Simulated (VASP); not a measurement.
A run of VASP 6.6.1:

File INCAR:

```
SYSTEM = Se
ALGO = Normal
DIPOL = 0.5 0.5 0.290
EDIFF = 1E-6
ENCUT = 520
GGA = PE
IDIPOL = 3
ISIF = 2
ISMEAR = 0
LASPH = .TRUE.
LCHARG = .FALSE.
LDIPOL = .TRUE.
LREAL = .FALSE.
LWAVE = .FALSE.
NBANDS = 16
NELM = 60
PREC = Accurate
SIGMA = 0.1
```

KPOINTS

```
k-points
0
G
  12 12 1
  0 0 0
```

POSCAR

```
Se
1.0
    3.9331899128      0.0000000000      0.0000000000
    0.0000000000      3.9331899128      0.0000000000
    0.0000000000      0.0000000000     29.3370849600
Se
3
Direct
    0.5000000000      0.5000000000      0.2502975617
    0.5000000000      0.5000000000      0.3291737806
    0.0000000000      0.0000000000      0.2897356711
```

Potentials or basis: VASP PAW PBE potentials, release 64 (Se).

Command:

```bash
$ cat potpaw_PBE.64/Se/POTCAR > POTCAR
$ mpirun -np 1 vasp_std > vasp.out
```

Hardware: 1 thread of AMD EPYC 7R13 Processor (Zen 3) (shared host).

How long does it take, and how much memory?

Run time: 3.1 min on 1 thread of AMD EPYC 7R13 Processor (Zen 3), on a shared host, peak memory 0.49 GiB. Counts: scf iterations 21, k points 28.
